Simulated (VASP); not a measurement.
# ZnO (I-43m) in VASP: relaxation of the atoms with PBE

Aim: the relaxation of the atoms of ZnO with PBE.

Everything below comes from runs of VASP 6.6.1. Logs are shortened: lines on timing, memory, paths and dates and some standing lists are left out, and cuts for length are marked.

## 1. The cell of the first run

Symmetry: I-43m, No. 217, cubic system. Conventional cell: a = 6.142 Å, b = 6.142 Å, c = 6.142 Å, α = 90.00°, β = 90.00°, γ = 90.00°. Within 2.4 Å of Zn (site symmetry 3m) lie 4 O at 1.84 to 2.01 Å. Within 2.4 Å of O (site symmetry 3m) lie 4 Zn at 1.84 to 2.01 Å.

## 2. Relaxation of the atoms, PBE (volume scaled by 0.94)

Contents of INCAR:

```
SYSTEM = ZnO
ALGO = Normal
EDIFF = 1E-7
EDIFFG = -0.01
ENCUT = 520
GGA = PE
IBRION = 2
ISIF = 2
ISMEAR = 0
LASPH = .TRUE.
LCHARG = .FALSE.
LREAL = .FALSE.
LWAVE = .FALSE.
NELM = 80
NSW = 50
PREC = Accurate
SIGMA = 0.02
```

Contents of KPOINTS:

```
k-points
0
G
  6 6 6
  0 0 0
```

Contents of POSCAR:

```
ZnO
1.0
   -3.0710450407      3.0710450407      3.0710450407
    3.0710450407     -3.0710450407      3.0710450407
    3.0710450407      3.0710450407     -3.0710450407
Zn O
4 4
Direct
    0.3302458779      0.3302458779      0.3302458779
    0.0000000000      0.0000000000      0.6697541221
    0.0000000000      0.6697541221      0.0000000000
    0.6697541221      0.0000000000      0.0000000000
    0.6763850652      0.6763850652      0.6763850652
    0.0000000000      0.0000000000      0.3236149348
    0.0000000000      0.3236149348      0.0000000000
    0.3236149348      0.0000000000      0.0000000000
```

Potentials or basis: VASP PAW PBE potentials, release 64 (Zn, O).

Started as:

```sh
> cat potpaw_PBE.64/Zn/POTCAR potpaw_PBE.64/O/POTCAR > POTCAR
> mpirun -np 1 vasp_std > vasp.out
```

OUTCAR:

```text
SYSTEM = ZnO
   EDIFF = 1E-7
   EDIFFG = -0.01
   ENCUT = 520
   GGA = PE
   IBRION = 2
   ISIF = 2
   ISMEAR = 0
   LASPH = .TRUE.
   LREAL = .FALSE.
   NELM = 80
   NSW = 50
   PREC = Accurate

 ion  position               nearest neighbor table
   1  0.330  0.330  0.330-   5 1.84   6 2.01   7 2.01   8 2.01   2 2.87   3 2.87   4 2.87
   2  0.000  0.000  0.670-   6 1.84   5 2.01   7 2.01   8 2.01   3 2.87   4 2.87   1 2.87
   3  0.000  0.670  0.000-   7 1.84   8 2.01   5 2.01   6 2.01   2 2.87   4 2.87   1 2.87
   4  0.670  0.000  0.000-   8 1.84   7 2.01   5 2.01   6 2.01   2 2.87   3 2.87   1 2.87
   5  0.676  0.676  0.676-   1 1.84   2 2.01   3 2.01   4 2.01
   6  0.000  0.000  0.324-   2 1.84   1 2.01   3 2.01   4 2.01
   7  0.000  0.324  0.000-   3 1.84   4 2.01   1 2.01   2 2.01
   8  0.324  0.000  0.000-   4 1.84   3 2.01   1 2.01   2 2.01

  LATTYP: Found a body centered cubic cell.
 ALAT       =     6.1420900814

  Lattice vectors:

 A1 = (  -3.0710450407,   3.0710450407,   3.0710450407)
 A2 = (   3.0710450407,  -3.0710450407,   3.0710450407)
 A3 = (   3.0710450407,   3.0710450407,  -3.0710450407)

Analysis of symmetry for initial positions (statically):
=====================================================================
 Subroutine PRICEL returns:
 Original cell was already a primitive cell.

 Routine SETGRP: Setting up the symmetry group for a
 body centered cubic supercell.

 Subroutine GETGRP returns: Found 24 space group operations
 (whereof 24 operations were pure point group operations)
 out of a pool of 48 trial point group operations.

The static configuration has the point symmetry T_d .

Analysis of symmetry for dynamics (positions and initial velocities):
=====================================================================
 Subroutine PRICEL returns:
 Original cell was already a primitive cell.

 Routine SETGRP: Setting up the symmetry group for a
 body centered cubic supercell.

 Subroutine GETGRP returns: Found 24 space group operations
 (whereof 24 operations were pure point group operations)
 out of a pool of 48 trial point group operations.

The dynamic configuration has the point symmetry T_d .

 Subroutine INISYM returns: Found 24 space group operations
 (whereof 24 operations are pure point group operations),
 and found     1 'primitive' translations

----------------------------------------------------------------------------------------

                                     Primitive cell

  volume of cell :     115.8560

  direct lattice vectors                    reciprocal lattice vectors
    -3.071045041  3.071045041  3.071045041     0.000000000  0.162811028  0.162811028
     3.071045041 -3.071045041  3.071045041     0.162811028  0.000000000  0.162811028
     3.071045041  3.071045041 -3.071045041     0.162811028  0.162811028  0.000000000

  length of vectors
     5.319206043  5.319206043  5.319206043     0.230249564  0.230249564  0.230249564

  position of ions in fractional coordinates (direct lattice)
     0.330245878  0.330245878  0.330245878
     0.000000000  0.000000000  0.669754122
     0.000000000  0.669754122  0.000000000
     0.669754122  0.000000000  0.000000000
     0.676385065  0.676385065  0.676385065
     0.000000000  0.000000000  0.323614935
     0.000000000  0.323614935  0.000000000
     0.323614935  0.000000000  0.000000000

  ion indices of the primitive-cell ions
   primitive index   ion index
                 1           1
                 2           2
                 3           3
                 4           4
                 5           5
                 6           6
                 7           7
                 8           8

----------------------------------------------------------------------------------------

 KPOINTS: k-points

Automatic generation of k-mesh.
 Grid dimensions read from file:
 generate k-points for:    6    6    6

 Generating k-lattice:

  Cartesian coordinates                     Fractional coordinates (reciprocal lattice)
     0.000000000  0.027135171  0.027135171     0.166666667  0.000000000  0.000000000
     0.027135171  0.000000000  0.027135171     0.000000000  0.166666667  0.000000000
     0.027135171  0.027135171  0.000000000     0.000000000  0.000000000  0.166666667

  Length of vectors
     0.038374927  0.038374927  0.038374927

  Shift w.r.t. Gamma in fractional coordinates (k-lattice)
     0.000000000  0.000000000  0.000000000

 Subroutine IBZKPT returns following result:
 ===========================================

 Found     16 irreducible k-points:

 Following reciprocal coordinates:
            Coordinates               Weight
  0.000000  0.000000  0.000000      1.000000
  0.166667  0.000000  0.000000     12.000000
  0.333333  0.000000  0.000000     12.000000
  0.500000  0.000000  0.000000      6.000000
  0.166667  0.166667  0.000000     24.000000
  0.333333  0.166667 -0.000000     48.000000
[... 8 lines left out ...]
  0.500000  0.500000  0.333333     12.000000
  0.500000  0.500000  0.500000      1.000000
   k-points           NKPTS =     16   k-points in BZ     NKDIM =     16   number of bands    NBANDS=     43
   number of dos      NEDOS =    301   number of ions     NIONS =      8
   total plane-waves  NPLWV =  64000
   dimension x,y,z NGX =    40 NGY =   40 NGZ =   40
   dimension x,y,z NGXF=    80 NGYF=   80 NGZF=   80
   ions per type =               4   4
   NGX,Y,Z   is equivalent  to a cutoff of  12.50, 12.50, 12.50 a.u.
   NGXF,Y,Z  is equivalent  to a cutoff of  25.00, 25.00, 25.00 a.u.
 SYSTEM =  ZnO
   PREC   = accura    normal or accurate (medium, high low for compatibility)
   ISTART =      0    job   : 0-new  1-cont  2-samecut
   ICHARG =      2    charge: 1-file 2-atom 10-const
   ISPIN  =      1    spin polarized calculation?
   LNONCOLLINEAR =      F non collinear calculations
   LSORBIT =      F    spin-orbit coupling
   LASPH  =      T    aspherical Exc in radial PAW
   ENCUT  =  520.0 eV  38.22 Ry    6.18 a.u.   9.89  9.89  9.89*2*pi/ulx,y,z
   NELM   =     80;   NELMIN=  2; NELMDL= -5     # of ELM steps
   EDIFF  = 0.1E-06   stopping-criterion for ELM
   LREAL  =      F    real-space projection
   EDIFFG = -.1E-01   stopping-criterion for IOM
   NSW    =     50    number of steps for IOM
   IBRION =      2    ionic relax: 0-MD 1-quasi-New 2-CG
   NFREE  =      1    steps in history (QN), initial steepest desc. (CG)
   ISIF   =      2    stress and relaxation
   ISYM   =      2    0-nonsym 1-usesym 2-fastsym
   POTIM  = 0.5000    time-step for ionic-motion
   TEBEG  =    0.0;   TEEND  =   0.0 temperature during run
   PSTRESS=    0.0 pullay stress
   NELECT =      72.0000    total number of electrons
   NUPDOWN=      -1.0000    fix difference up-down
   EMIN   =  10.00;   EMAX   =-10.00  energy-range for DOS
   EFERMI =   0.00;   METHOD = LEGACY
   ISMEAR =     0;   SIGMA  =   0.02  broadening in eV -4-tet -1-fermi 0-gaus
   EFERMI_NEDOS =   21; number of points for ismear=-14 and -15
   IALGO  =     38    algorithm
   IMIX   =      4    mixing-type and parameters
     AMIX     =   0.40;   BMIX     =  1.00
     AMIX_MAG =   1.60;   BMIX_MAG =  1.00
  volume/ion in A,a.u.               =      14.48        97.73
  Fermi-wavevector in a.u.,A,eV,Ry     =   1.397053  2.640047 26.555259  1.951756
  Thomas-Fermi vector in A             =   2.520347
   LORBIT       =      0    0 simple, 1 ext, 2 COOP (PROOUT), +10 PAW based schemes
   GGA     = PE    functional components
   LHFCALC =     F    Hartree Fock is set to
   AEXX    =    0.0000 exact exchange contribution
   IVDW    =     0    specifies the selected vdW correction
   LEPSILON=     F    determine dielectric tensor
   LRPA    =     F    only Hartree local field effects (RPA)
 conjugate gradient relaxation of ions
 non-spin polarized calculation
 Gauss-broadening in eV      SIGMA  =   0.02
  energy-cutoff  :      520.00
  volume of cell :      115.86
 maximum number of plane-waves:      3152
   NGX = 19   NGY = 19   NGZ = 19

--------------------------------------- Ionic step        1  -------------------------------------------

 number of electron      72.0000030 magnetization

 Free energy of the ion-electron system (eV)
  ---------------------------------------------------
  ext. energy  EPLUGINS =         0.00000000
  ---------------------------------------------------
  free energy    TOTEN  =       -34.64435508 eV

  energy without entropy =      -34.64435508  energy(sigma->0) =      -34.64435508

------------------------ aborting loop because EDIFF is reached ----------------------------------------

  FORCE on cell =-STRESS in cart. coord.  units (eV):
  Direction    XX          YY          ZZ          XY          YZ          ZX
  --------------------------------------------------------------------------------------
  -------------------------------------------------------------------------------------
  Total        5.9225107      5.9225107      5.9225107      0.0000000     -0.0000000      0.0000000
  in kB       81.9026375     81.9026375     81.9026375      0.0000000     -0.0000000      0.0000000
  external PRESSURE =      81.9026375 kB  Pullay stress =       0.0000000 kB

 VOLUME and BASIS-vectors are now :
 -----------------------------------------------------------------------------
  energy-cutoff  :      520.00
  volume of cell :      115.86
      direct lattice vectors                 reciprocal lattice vectors
    -3.071045041  3.071045041  3.071045041     0.000000000  0.162811028  0.162811028
     3.071045041 -3.071045041  3.071045041     0.162811028  0.000000000  0.162811028
     3.071045041  3.071045041 -3.071045041     0.162811028  0.162811028  0.000000000
[... 127 lines left out ...]
 POSITION                                       TOTAL-FORCE (eV/Angst)
 -----------------------------------------------------------------------------------
      1.01640      1.01640      1.01640        -0.000526     -0.000526     -0.000526
      5.12569     -1.01640      1.01640         0.000526      0.000526     -0.000526
      2.05465     -2.05465      2.05465         0.000526     -0.000526      0.000526
      1.01640     -1.01640      5.12569        -0.000526      0.000526      0.000526
      2.07847      2.07847      2.07847         0.006793      0.006793      0.006793
      0.99257      0.99257      5.14952        -0.006793     -0.006793      0.006793
      4.06362      2.07847     -2.07847        -0.006793      0.006793     -0.006793
      2.07847      4.06362     -2.07847         0.006793     -0.006793     -0.006793
 -----------------------------------------------------------------------------------
    total drift:                                0.000026      0.000026      0.000029

  FREE ENERGIE OF THE ION-ELECTRON SYSTEM (eV)
  ---------------------------------------------------
  free  energy   TOTEN  =       -34.6448448939 eV

  energy  without entropy=      -34.6448448939  energy(sigma->0) =      -34.64484489

--------------------------------------- Ionic step        5  -------------------------------------------

 number of electron      72.0000031 magnetization

 Free energy of the ion-electron system (eV)
  ---------------------------------------------------
  ext. energy  EPLUGINS =         0.00000000
  ---------------------------------------------------
  free energy    TOTEN  =       -34.64486208 eV

  energy without entropy =      -34.64486208  energy(sigma->0) =      -34.64486208

 E-fermi :  -0.0215     XC(G=0):  -9.5003

 val. band max:       -0.1525397422   @ k =   0.0000   0.0000   0.0000
 cond. band min:       1.2443181581   @ k =   0.0000   0.0000   0.0000
 fundamental gap:      1.3968579002
 Fermi energy:        -0.0215312716

 k-point     1 :       0.0000    0.0000    0.0000
  band No.  band energies     occupation
      1     -18.1026      2.00000
      2     -17.0958      2.00000
      3     -17.0958      2.00000
      4     -17.0958      2.00000
      5      -6.0078      2.00000
      6      -6.0078      2.00000
[... 747 lines left out ...]
 POSITION                                       TOTAL-FORCE (eV/Angst)
 -----------------------------------------------------------------------------------
      1.01669      1.01669      1.01669        -0.000375     -0.000375     -0.000375
      2.05436      2.05436     -2.05436         0.000375      0.000375     -0.000375
      2.05436     -2.05436      2.05436         0.000375     -0.000375      0.000375
     -2.05436      2.05436      2.05436        -0.000375      0.000375      0.000375
      2.07886      2.07886      2.07886         0.000785      0.000785      0.000785
      0.99218      0.99218     -0.99218        -0.000785     -0.000785      0.000785
      0.99218     -0.99218      0.99218        -0.000785      0.000785     -0.000785
     -0.99218      0.99218      0.99218         0.000785     -0.000785     -0.000785
 -----------------------------------------------------------------------------------
    total drift:                                0.000028      0.000028      0.000031

  FREE ENERGIE OF THE ION-ELECTRON SYSTEM (eV)
  ---------------------------------------------------
  free  energy   TOTEN  =       -34.6448620834 eV

  energy  without entropy=      -34.6448620834  energy(sigma->0) =      -34.64486208

 reached required accuracy - stopping structural energy minimisation
```

Run time: 6.4 min. Hardware: 1 thread of Intel Xeon 8259CL, shared host; peak memory 0.27 GiB.

What came out:

```yaml
Free_energy: -34.6449 eV
Energy_gained_by_relaxing: 0.1 meV/atom
Ionic_steps: 5
Pressure_after_relaxing: 8.2 GPa
Band_gap_on_the_k_mesh: 1.40 eV, direct
```

The path:
```
step  energy change (eV)  largest force (eV/Å)  pressure (GPa)
   1              0.0000                0.0569            8.19
   2             -0.0002                0.0540            8.15
   3             -0.0003                0.0446            8.16
   4             -0.0005                0.0118            8.16
   5             -0.0005                0.0014            8.15
```

Final structure:
```cif
data_structure
_symmetry_space_group_name_H-M 'P 1'
_symmetry_Int_Tables_number 1
_cell_length_a 5.3192
_cell_length_b 5.3192
_cell_length_c 5.3192
_cell_angle_alpha 109.471
_cell_angle_beta 109.471
_cell_angle_gamma 109.471
_cell_volume 115.86
loop_
_atom_site_label
_atom_site_type_symbol
_atom_site_fract_x
_atom_site_fract_y
_atom_site_fract_z
_atom_site_occupancy
Zn1 Zn 0.33106 0.33106 0.33106 1
Zn2 Zn 0.00000 0.00000 0.66894 1
Zn3 Zn 0.00000 0.66894 0.00000 1
Zn4 Zn 0.66894 0.00000 0.00000 1
O1 O 0.67692 0.67692 0.67692 1
O2 O 0.00000 0.00000 0.32308 1
O3 O 0.00000 0.32308 0.00000 1
O4 O 0.32308 0.00000 0.00000 1
```
